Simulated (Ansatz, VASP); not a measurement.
**Two plane-wave programs on ZnS**

```
CELL_PARAMETERS angstrom
1.06417 3.34452 3.34452
3.34452 1.06417 3.34452
3.34452 3.34452 1.06417
ATOMIC_POSITIONS crystal
Zn 0.00000 0.00000 0.00000
S 0.75000 0.75000 0.75000
```

Alike in both runs: task single point; functional PBE; k mesh 10 × 10 × 10; occupations gaussian, width 0.05 eV; no spin polarisation.

|  | VASP | Ansatz |
| --- | --- | --- |
| version | VASP 6.6.1 | Ansatz 0.2.0 |
| potentials or method | VASP PAW PBE potentials, release 64 (Zn, S), cutoff 520 eV | scalar-relativistic, plane waves, PAW |
| valence electrons in the cell | 18 | 18 |

```csv
,VASP,Ansatz,Ansatz less VASP
gap on the k mesh at the Fermi level (eV),none,none,-
pressure (GPa),17.8,17.7,-0.11
"traceless stress, the component that is largest in VASP (GPa)",-10.32,-10.35,-0.029
rms of the force components (eV/Å),0.504,0.485,-0.0194
```

Atom by atom the forces differ by 0.019 eV/Å (rms over components). A gap of «none» marks a metal or a gap that the smearing closes.
